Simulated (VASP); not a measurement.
# InSb (Pmmn) in VASP: a series of runs, part 2 of 2

VASP 6.6.1. The steps go on from the part before.

## Step 3: Single point, PBE+D3(BJ) (volume scaled by 1.04)

The input, INCAR:

```
ALGO     = Normal         # electronic algorithm
EDIFF    = 1E-7           # SCF threshold, eV
ENCUT    = 520            # plane-wave cutoff, eV
GGA      = PE             # functional
ISIF     = 2              # what is computed and relaxed
ISMEAR   = 0              # smearing method
IVDW     = 12             # dispersion correction
LASPH    = T              # aspherical terms in the spheres
LCHARG   = F              # write CHGCAR
LREAL    = F              # projectors in reciprocal space
LWAVE    = F              # write WAVECAR
NBANDS   = 26             # bands
NELM     = 60             # most SCF steps
PREC     = Accurate       # precision mode
SIGMA    = 0.05           # smearing width, eV
```

The input, KPOINTS:

```
k-points
0
Gamma
  4 4 8
```

The input, POSCAR:

```
InSb
1.0
    5.6895936529      0.0000000000      0.0000000000
    0.0000000000      5.6912492566      0.0000000000
    0.0000000000      0.0000000000      3.4467340088
In Sb
2 2
Direct
    0.0000000000      0.0000000000      0.0005277674
    0.5000000000      0.5000000000     -0.0005277674
    0.5000000000      0.0000000000      0.6644501378
    0.0000000000      0.5000000000      0.3355498622
```

Potentials or basis: VASP PAW PBE potentials, release 64 (In_d, Sb).

Started as:

```bash
$ cat potpaw_PBE.64/In_d/POTCAR potpaw_PBE.64/Sb/POTCAR > POTCAR
$ mpirun -np 1 vasp_std > vasp.out
```

OUTCAR:

```text
EDIFF = 1E-7
   ENCUT = 520
   GGA = PE
   ISIF = 2
   ISMEAR = 0
   IVDW = 12
   LASPH = T
   LREAL = F
   NELM = 60
   PREC = Accurate
 IVDW          = 12

 ion  position               nearest neighbor table
   1  0.000  0.000  0.001-   4 3.07   4 3.07   3 3.07   3 3.07   3 3.65   3 3.65   4 3.65   4 3.65
                             2 4.02   2 4.02   2 4.02   2 4.02
   2  0.500  0.500  0.999-   3 3.07   3 3.07   4 3.07   4 3.07   4 3.65   4 3.65   3 3.65   3 3.65
                             1 4.02   1 4.02   1 4.02   1 4.02
   3  0.500  0.000  0.664-   2 3.07   2 3.07   1 3.07   1 3.07   1 3.65   1 3.65   2 3.65   2 3.65

   4  0.000  0.500  0.336-   1 3.07   1 3.07   2 3.07   2 3.07   2 3.65   2 3.65   1 3.65   1 3.65

  LATTYP: Found a simple orthorhombic cell.
 ALAT       =     3.4467340088
 B/A-ratio  =     1.6507202582
 C/A-ratio  =     1.6512005980

  Lattice vectors:

 A1 = (   0.0000000000,   0.0000000000,   3.4467340088)
 A2 = (   5.6895936529,   0.0000000000,   0.0000000000)
 A3 = (   0.0000000000,   5.6912492566,   0.0000000000)

Analysis of symmetry for initial positions (statically):
=====================================================================
 Subroutine PRICEL returns:
 Original cell was already a primitive cell.

 Routine SETGRP: Setting up the symmetry group for a
 simple orthorhombic supercell.

 Subroutine GETGRP returns: Found  8 space group operations
 (whereof  4 operations were pure point group operations)
 out of a pool of  8 trial point group operations.

The static configuration has the point symmetry C_2v.
 The point group associated with its full space group is D_2h.

Analysis of symmetry for dynamics (positions and initial velocities):
=====================================================================
 Subroutine PRICEL returns:
 Original cell was already a primitive cell.

 Routine SETGRP: Setting up the symmetry group for a
 simple orthorhombic supercell.

[... 128 lines left out ...]
     AMIX     =   0.40;   BMIX     =  1.00
     AMIX_MAG =   1.60;   BMIX_MAG =  1.00
  volume/ion in A,a.u.               =      27.90       188.29
  Fermi-wavevector in a.u.,A,eV,Ry     =   1.122734  2.121659 17.150567  1.260531
  Thomas-Fermi vector in A             =   2.259396
   LORBIT       =      0    0 simple, 1 ext, 2 COOP (PROOUT), +10 PAW based schemes
   GGA     = PE    functional components
   LHFCALC =     F    Hartree Fock is set to
   AEXX    =    0.0000 exact exchange contribution
   IVDW    =    12    specifies the selected vdW correction
   LEPSILON=     F    determine dielectric tensor
   LRPA    =     F    only Hartree local field effects (RPA)
 non-spin polarized calculation
 Gauss-broadening in eV      SIGMA  =   0.05
  energy-cutoff  :      520.00
  volume of cell :      111.61
 maximum number of plane-waves:      3057
   NGX = 21   NGY = 21   NGZ = 13

 number of electron      35.9999981 magnetization

 Free energy of the ion-electron system (eV)
  ---------------------------------------------------
  ext. energy  EPLUGINS =         0.00000000
  ---------------------------------------------------
  free energy    TOTEN  =       -13.37399572 eV

  energy without entropy =      -13.37089774  energy(sigma->0) =      -13.37244673

 E-fermi :   7.3137     XC(G=0):  -9.9623

 val. band max:        7.3079453973   @ k =   0.0000   0.2500   0.3750
 cond. band min:       7.3406939295   @ k =   0.5000   0.5000   0.1250
 fundamental gap:      0.0327485322
 Fermi energy:         7.3137308115

 k-point     1 :       0.0000    0.0000    0.0000
  band No.  band energies     occupation
      1      -7.4026      2.00000
      2      -7.3811      2.00000
      3      -7.3603      2.00000
      4      -7.2759      2.00000
      5      -7.2330      2.00000
      6      -7.2101      2.00000
[... 685 lines left out ...]
     25      12.7936      0.00000
     26      12.7936      0.00000

 [... further k-points ...]

------------------------ aborting loop because EDIFF is reached ----------------------------------------

 Edisp (eV)   -1.63002

 E8    (eV) :    -0.7828

  FORCE on cell =-STRESS in cart. coord.  units (eV):
  Direction    XX          YY          ZZ          XY          YZ          ZX
  --------------------------------------------------------------------------------------
  -------------------------------------------------------------------------------------
  Total      -1.46303    -1.46647    -1.47897     0.00000     0.00000     0.00000
  in kB     -21.00235   -21.05163   -21.23115     0.00000     0.00000     0.00000
  external pressure =      -21.10 kB  Pullay stress =        0.00 kB

 VOLUME and BASIS-vectors are now :
 -----------------------------------------------------------------------------
  energy-cutoff  :      520.00
  volume of cell :      111.61
      direct lattice vectors                 reciprocal lattice vectors
     5.689593653  0.000000000  0.000000000     0.175759476  0.000000000  0.000000000
     0.000000000  5.691249257  0.000000000     0.000000000  0.175708347  0.000000000
     0.000000000  0.000000000  3.446734009     0.000000000  0.000000000  0.290129728

 POSITION                                       TOTAL-FORCE (eV/Angst)
 -----------------------------------------------------------------------------------
      0.00000      0.00000      0.00182         0.000000      0.000000     -0.000662
      2.84480      2.84562      3.44491         0.000000      0.000000      0.000662
      2.84480      0.00000      2.29018         0.000000      0.000000      0.023380
      0.00000      2.84562      1.15655         0.000000      0.000000     -0.023380
 -----------------------------------------------------------------------------------
    total drift:                                0.000000      0.000000     -0.000000

  FREE ENERGIE OF THE ION-ELECTRON SYSTEM (eV)
  ---------------------------------------------------
  free  energy   TOTEN  =       -15.0040133225 eV

  energy  without entropy=      -15.0009153438  energy(sigma->0) =      -15.00246433
```

Wall time 68 s (1 thread of Intel Xeon 6975P-C (Granite Rapids), shared host); peak memory 0.29 GiB.

Results:

| Item | Value |
| --- | --- |
| Free energy | -15.0040 eV |
| Pressure | -2.1 GPa |
| Largest force | 0.023 eV/Å |
| Band gap on the k mesh | zero (band 18 reaches 9.22 eV, above the bottom of band 19 at 5.95 eV) |
| Dispersion energy per atom | -0.408 eV |

Forces on the atoms (eV/Å):
```
In   0.000  0.000 -0.001
In   0.000  0.000  0.001
Sb   0.000  0.000  0.023
Sb   0.000  0.000 -0.023
```

Caveat: the cell differs from its parent crystal (volume scaled by 1.04); three body term missing; spin-orbit coupling is left out, which moves the levels of the heavy elements; pairwise dispersion overbinds metals, which lowers pressure and volume.

## Step 4: Single point, PBE+D3(BJ)

This run uses another cell than the first one, of 23.43 Å³/atom, 0.840 times its volume.

The input, INCAR:

```
SYSTEM = InSb
ALGO = Normal
EDIFF = 1E-6
ENCUT = 520
GGA = PE
ISIF = 2
ISMEAR = 0
IVDW = 12
LASPH = .TRUE.
LCHARG = .FALSE.
LREAL = .FALSE.
LWAVE = .FALSE.
NBANDS = 26
NELM = 60
PREC = Accurate
SIGMA = 0.05
```

The input, KPOINTS:

```
k-points
0
G
  4 4 8
  0 0 0
```

The input, POSCAR:

```
InSb
1.0
    5.3524780247      0.0000000000      0.0000000000
    0.0000000000      5.3602871275      0.0000000000
    0.0000000000      0.0000000000      3.2667349029
In Sb
2 2
Direct
    0.0000000000      0.0000000000      0.0015758825
    0.5000000000      0.5000000000     -0.0015758825
    0.5000000000      0.0000000000      0.6308992250
    0.0000000000      0.5000000000      0.3691007750
```

Started as:

```bash
$ cat potpaw_PBE.64/In_d/POTCAR potpaw_PBE.64/Sb/POTCAR > POTCAR
$ mpirun -np 1 vasp_std > vasp.out
```

Run time: 47 s. Hardware: 1 thread of Intel Xeon 6975P-C (Granite Rapids), shared host; peak memory 0.25 GiB.

The run converged. Its results:

```yaml
Free_energy: -14.7138 eV
Pressure: 8.9 GPa
Largest_force: 0.010 eV/Å
Band_gap_on_the_k_mesh: zero (band 18 reaches 11.97 eV, above the bottom of band 19 at 7.83 eV)
Dispersion_energy_per_atom: -0.485 eV
```

Forces in eV/Å, atoms in the order of the input:
```
In   0.000  0.000  0.000
In   0.000  0.000  0.000
Sb   0.000  0.000 -0.010
Sb   0.000  0.000  0.010
```

Levels at points of the mesh, in eV from the Fermi level:
```tsv
k point	band 15	band 16	band 17	band 18	band 19	band 20	band 21	band 22
(0.00, 0.00, 0.00)	-5.47	-2.01	-2.00	-1.99	2.13	2.78	3.26	6.52
(0.50, 0.00, 0.00)	-4.26	-4.26	0.84	0.84	2.65	2.65	5.04	5.04
(0.00, 0.50, 0.00)	-4.25	-4.25	0.81	0.81	2.63	2.63	5.03	5.03
(0.50, 0.50, 0.00)	0.14	0.14	2.29	2.29	2.61	2.61	3.11	3.11
(0.00, 0.00, 0.50)	-2.27	-1.92	-1.90	-1.86	-1.85	-1.23	1.76	2.01
(0.50, 0.00, 0.50)	-2.31	-2.31	-1.58	-1.58	-1.45	-1.45	1.22	1.22
(0.00, 0.50, 0.50)	-2.30	-2.30	-1.56	-1.56	-1.42	-1.42	1.20	1.20
(0.50, 0.50, 0.50)	-4.66	-4.66	-4.63	-4.63	2.55	2.55	4.78	4.78
```

Caveat: spin-orbit coupling is left out, which moves the levels of the heavy elements; pairwise dispersion overbinds metals, which lowers pressure and volume.

## Step 5: Single point, PBE+D3(BJ)

This run uses another cell than the first one, of 23.43 Å³/atom, 0.840 times its volume.

The input, INCAR:

```
SYSTEM = InSb
PREC = Accurate
ENCUT = 520
EDIFF = 1E-6
ISMEAR = 0
SIGMA = 0.05
LREAL = .FALSE.
LASPH = .TRUE.
NELM = 80
ALGO = Normal
ISIF = 2
LWAVE = .FALSE.
LCHARG = .TRUE.
GGA = PE
IVDW = 12
LELF = .TRUE.
LVHAR = .TRUE.
NBANDS = 26
```

The input, KPOINTS:

```
Automatic mesh
0
G
  4 4 8
  0 0 0
```

The input, POSCAR:

```
InSb
1.0
    5.3524598866      0.0000000000      0.0000000000
    0.0000000000      5.3602744007      0.0000000000
    0.0000000000      0.0000000000      3.2667537292
In Sb
2 2
Direct
    0.0000000000      0.0000000000      0.0015767411
    0.5000000000      0.5000000000     -0.0015767411
    0.5000000000      0.0000000000      0.6309507516
    0.0000000000      0.5000000000      0.3690492484
```

Started as:

```bash
$ cat potpaw_PBE.64/In_d/POTCAR potpaw_PBE.64/Sb/POTCAR > POTCAR
$ mpirun -np 1 vasp_std > vasp.out
```

It took 36 s on 1 thread of Intel Xeon 6975P-C (Granite Rapids), shared host; peak memory 0.25 GiB.

The run converged. Its results:

```yaml
Free_energy: -14.7138 eV
Pressure: 8.9 GPa
Largest_force: 0.011 eV/Å
Band_gap_on_the_k_mesh: zero (band 18 reaches 11.97 eV, above the bottom of band 19 at 7.83 eV)
Dispersion_energy_per_atom: -0.485 eV
```

Forces in eV/Å, atoms in the order of the input:
```
In   0.000  0.000  0.000
In   0.000  0.000  0.000
Sb   0.000  0.000 -0.011
Sb   0.000  0.000  0.011
```

Levels at points of the mesh, in eV from the Fermi level:
```
           k point  band 15  band 16  band 17  band 18  band 19  band 20  band 21  band 22
(0.00, 0.00, 0.00)    -5.47    -2.01    -2.00    -1.99     2.13     2.78     3.26     6.52
(0.50, 0.00, 0.00)    -4.26    -4.26     0.84     0.84     2.65     2.65     5.04     5.04
(0.00, 0.50, 0.00)    -4.25    -4.25     0.81     0.81     2.63     2.63     5.03     5.03
(0.50, 0.50, 0.00)     0.14     0.14     2.29     2.29     2.61     2.61     3.11     3.11
(0.00, 0.00, 0.50)    -2.27    -1.92    -1.90    -1.87    -1.85    -1.23     1.76     2.01
(0.50, 0.00, 0.50)    -2.31    -2.31    -1.58    -1.58    -1.45    -1.45     1.22     1.22
(0.00, 0.50, 0.50)    -2.30    -2.30    -1.56    -1.56    -1.43    -1.43     1.20     1.20
(0.50, 0.50, 0.50)    -4.66    -4.66    -4.63    -4.63     2.56     2.56     4.78     4.78
```

Caveat: three body term missing; spin-orbit coupling is left out, which moves the levels of the heavy elements; pairwise dispersion overbinds metals, which lowers pressure and volume.

## Step 6: Single point, PBE+D3(BJ)

This run uses another cell than the first one, of 23.43 Å³/atom, 0.840 times its volume.

The input, INCAR:

```
SYSTEM = InSb
PREC = Accurate
ENCUT = 520
EDIFF = 1E-7
ISMEAR = 0
SIGMA = 0.05
LREAL = .False.
LASPH = .True.
NELM = 100
ALGO = Normal
ISIF = 2
LWAVE = .False.
LCHARG = .False.
GGA = PE
IVDW = 12
NBANDS = 26
```

The input, KPOINTS:

```
Automatic mesh
0
Gamma
  4 4 8
  0 0 0
```

The input, POSCAR:

```
InSb
1.0
    5.3499110247      0.0000000000      0.0000000000
    0.0000000000      5.3580698208      0.0000000000
    0.0000000000      0.0000000000      3.2696548584
In Sb
2 2
Direct
    0.0000000000      0.0000000000      0.0015601293
    0.5000000000      0.5000000000     -0.0015601293
    0.5000000000      0.0000000000      0.6276091923
    0.0000000000      0.5000000000      0.3723908077
```

Potentials or basis: VASP PAW PBE potentials, release 64 (In_d, Sb).

Started as:

```bash
$ cat potpaw_PBE.64/In_d/POTCAR potpaw_PBE.64/Sb/POTCAR > POTCAR
$ mpirun -np 1 vasp_std > vasp.out
```

OUTCAR:

```text
SYSTEM = InSb
   PREC = Accurate
   ENCUT = 520
   EDIFF = 1E-7
   ISMEAR = 0
   LREAL = .False.
   LASPH = .True.
   NELM = 100
   ISIF = 2
   GGA = PE
   IVDW = 12
 IVDW          = 12

 ion  position               nearest neighbor table
   1  0.000  0.000  0.002-   4 2.94   4 2.94   3 2.94   3 2.94   3 3.37   3 3.37   4 3.38   4 3.38
                             2 3.79   2 3.79   2 3.79   2 3.79
   2  0.500  0.500  0.998-   3 2.94   3 2.94   4 2.94   4 2.94   4 3.37   4 3.37   3 3.38   3 3.38
                             1 3.79   1 3.79   1 3.79   1 3.79
   3  0.500  0.000  0.628-   2 2.94   2 2.94   1 2.94   1 2.94   1 3.37   1 3.37   2 3.38   2 3.38

   4  0.000  0.500  0.372-   1 2.94   1 2.94   2 2.94   2 2.94   2 3.37   2 3.37   1 3.38   1 3.38

  LATTYP: Found a simple orthorhombic cell.
 ALAT       =     3.2696548584
 B/A-ratio  =     1.6362311181
 C/A-ratio  =     1.6387264261

  Lattice vectors:

 A1 = (   0.0000000000,   0.0000000000,   3.2696548584)
 A2 = (   5.3499110247,   0.0000000000,   0.0000000000)
 A3 = (   0.0000000000,   5.3580698208,   0.0000000000)

Analysis of symmetry for initial positions (statically):
=====================================================================
 Subroutine PRICEL returns:
 Original cell was already a primitive cell.

 Routine SETGRP: Setting up the symmetry group for a
 simple orthorhombic supercell.

[... 178 lines left out ...]
 Fermi energy:         9.6788961678

 k-point     1 :       0.0000    0.0000    0.0000
  band No.  band energies     occupation
      1      -5.4356      2.00000
      2      -5.3946      2.00000
      3      -5.3260      2.00000
      4      -5.2428      2.00000
      5      -5.1487      2.00000
      6      -5.1049      2.00000
[... 685 lines left out ...]
     25      15.7542      0.00000
     26      15.7542      0.00000

 [... further k-points ...]

------------------------ aborting loop because EDIFF is reached ----------------------------------------

 Edisp (eV)   -1.94079

 E8    (eV) :    -0.9291

  FORCE on cell =-STRESS in cart. coord.  units (eV):
  Direction    XX          YY          ZZ          XY          YZ          ZX
  --------------------------------------------------------------------------------------
  -------------------------------------------------------------------------------------
  Total       5.18870     5.18409     5.17202     0.00000     0.00000     0.00000
  in kB      88.69761    88.61881    88.41253     0.00000     0.00000     0.00000
  external pressure =       88.58 kB  Pullay stress =        0.00 kB

 VOLUME and BASIS-vectors are now :
 -----------------------------------------------------------------------------
  energy-cutoff  :      520.00
  volume of cell :       93.73
      direct lattice vectors                 reciprocal lattice vectors
     5.349911025  0.000000000  0.000000000     0.186918996  0.000000000  0.000000000
     0.000000000  5.358069821  0.000000000     0.000000000  0.186634373  0.000000000
     0.000000000  0.000000000  3.269654858     0.000000000  0.000000000  0.305842679

 POSITION                                       TOTAL-FORCE (eV/Angst)
 -----------------------------------------------------------------------------------
      0.00000      0.00000      0.00510         0.000000      0.000000      0.000400
      2.67496      2.67903      3.26455         0.000000      0.000000     -0.000400
      2.67496      0.00000      2.05207         0.000000      0.000000      0.015170
      0.00000      2.67903      1.21759         0.000000      0.000000     -0.015170
 -----------------------------------------------------------------------------------
    total drift:                               -0.000000     -0.000000      0.000000

  FREE ENERGIE OF THE ION-ELECTRON SYSTEM (eV)
  ---------------------------------------------------
  free  energy   TOTEN  =       -14.7137571725 eV

  energy  without entropy=      -14.7110047651  energy(sigma->0) =      -14.71238097
```

OSZICAR:

```text
N       E                     dE             d eps       ncg     rms          rms(c)
DAV:   1     0.294179874528E+03    0.29418E+03   -0.15843E+04  2340   0.157E+03
DAV:   2     0.119881699709E+02   -0.28219E+03   -0.27529E+03  2438   0.381E+02
DAV:   3    -0.119422563980E+02   -0.23930E+02   -0.23461E+02  2890   0.124E+02
DAV:   4    -0.128382027490E+02   -0.89595E+00   -0.89132E+00  2774   0.244E+01
DAV:   5    -0.128890032802E+02   -0.50801E-01   -0.50793E-01  3526   0.531E+00    0.576E+00
DAV:   6    -0.127910261539E+02    0.97977E-01   -0.18638E-01  3128   0.672E+00    0.317E+00
DAV:   7    -0.127747201826E+02    0.16306E-01   -0.74107E-02  3284   0.310E+00    0.571E-01
DAV:   8    -0.127729501333E+02    0.17700E-02   -0.99441E-03  3126   0.127E+00    0.257E-01
DAV:   9    -0.127729726590E+02   -0.22526E-04   -0.73445E-04  3234   0.223E-01    0.656E-02
DAV:  10    -0.127729674200E+02    0.52390E-05   -0.35113E-05  3456   0.712E-02    0.161E-02
DAV:  11    -0.127729705717E+02   -0.31517E-05   -0.34285E-06  2950   0.157E-02    0.101E-02
DAV:  12    -0.127729698665E+02    0.70522E-06   -0.26747E-07  2200   0.317E-03    0.171E-03
DAV:  13    -0.127729693845E+02    0.48199E-06   -0.35265E-08  1316   0.248E-03    0.137E-03
DAV:  14    -0.127729694263E+02   -0.41775E-07   -0.15058E-08  1288   0.148E-03
   1 F= -.14713757E+02 E0= -.14712381E+02  d E =-.275241E-02
```

Run time: 33 s. Hardware: 1 thread of Intel Xeon 6975P-C (Granite Rapids), shared host; peak memory 0.25 GiB.

Results:

- Free energy: -14.7138 eV
- Pressure: 8.9 GPa
- Largest force: 0.015 eV/Å
- Band gap on the k mesh: zero (band 18 reaches 11.98 eV, above the bottom of band 19 at 7.87 eV)
- Dispersion energy per atom: -0.485 eV

Forces in eV/Å, atoms in the order of the input:
```
In   0.000  0.000  0.000
In   0.000  0.000  0.000
Sb   0.000  0.000  0.015
Sb   0.000  0.000 -0.015
```

Caveat: three body term missing; spin-orbit coupling is left out, which moves the levels of the heavy elements; pairwise dispersion overbinds metals, which lowers pressure and volume.

## Step 7: Overview

```csv
cell,gap on the mesh (eV),pressure (GPa),largest force (eV/Å)
"a = 5.692, b = 5.693, c = 3.444 Å, 4 atoms",none,-2.1,-
"a = 5.690, b = 5.691, c = 3.447 Å, 4 atoms",none,-2.1,0.02
"a = 5.352, b = 5.360, c = 3.267 Å, 4 atoms",none,8.9,0.01
"a = 5.350, b = 5.358, c = 3.270 Å, 4 atoms",none,8.9,0.02
```

Alike in all rows: task single point; level PBE+D3(BJ); potentials or basis VASP PAW PBE potentials, release 64 (In_d, Sb); no spin polarisation; k mesh 4 × 4 × 8; cutoff (eV) 520; smearing gaussian 0.05 eV.

Caveats: three body term missing; spin-orbit coupling is left out, which moves the levels of the heavy elements; pairwise dispersion overbinds metals, which lowers pressure and volume.

Total energies depend on the potentials used, so only differences within one code and one set of settings carry meaning.
